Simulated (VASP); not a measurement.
Crystal: I.

```
I
1.0
     0.00000    1.94691    1.94691
     1.94691    0.00000    1.94691
     1.94691    1.94691    0.00000
I
1
Direct
  0.00000 0.00000 0.00000
```

```yaml
Program: VASP 6.6.1
Task: relaxation of cell and atoms
Functional: PBE
Potentials_or_basis: VASP PAW PBE potentials, release 64 (I)
Cutoff: 600 eV
k_mesh: 14 × 14 × 14
Occupations: fermi-dirac, width 0.08 eV
Spin: no spin polarisation
```

At the start: pressure 181.5 GPa; volume 14.76 Å³/atom.

Problem. Where does the relaxation end?

Solution. Over 11 steps the energy falls by 4983.7 meV/atom and the volume is 35.10 Å³/atom (+137.8 %); space group Fm-3m (No. 225, to 0.1 Å) before and after.

The path:
```csv
step,energy change (eV),largest force (eV/Å),pressure (GPa),volume (Å³)
1,0.0000,0.0000,181.52,14.76
2,-4.3464,0.0000,-1.11,87.04
3,-4.3756,0.0000,-1.26,83.03
4,-4.4084,0.0000,-1.38,78.99
5,-4.9667,0.0000,-1.55,38.33
6,-4.5132,0.0000,20.76,24.70
7,-4.9791,0.0000,-0.89,36.73
8,-4.9836,0.0000,0.11,34.95
9,-4.9835,0.0000,-0.24,35.48
10,-4.9837,0.0000,-0.05,35.24
11,-4.9837,0.0000,0.02,35.10
```

Final structure:
```
CELL_PARAMETERS angstrom
0.00000 2.59871 2.59871
2.59871 0.00000 2.59871
2.59871 2.59871 0.00000
ATOMIC_POSITIONS crystal
I 0.00000 0.00000 0.00000
```

Caveat: the volume moved by over 15 % at a fixed basis, so the end points are rough; an odd number of electrons without spin polarisation forces a metal; a magnetic or distorted state may lie lower.
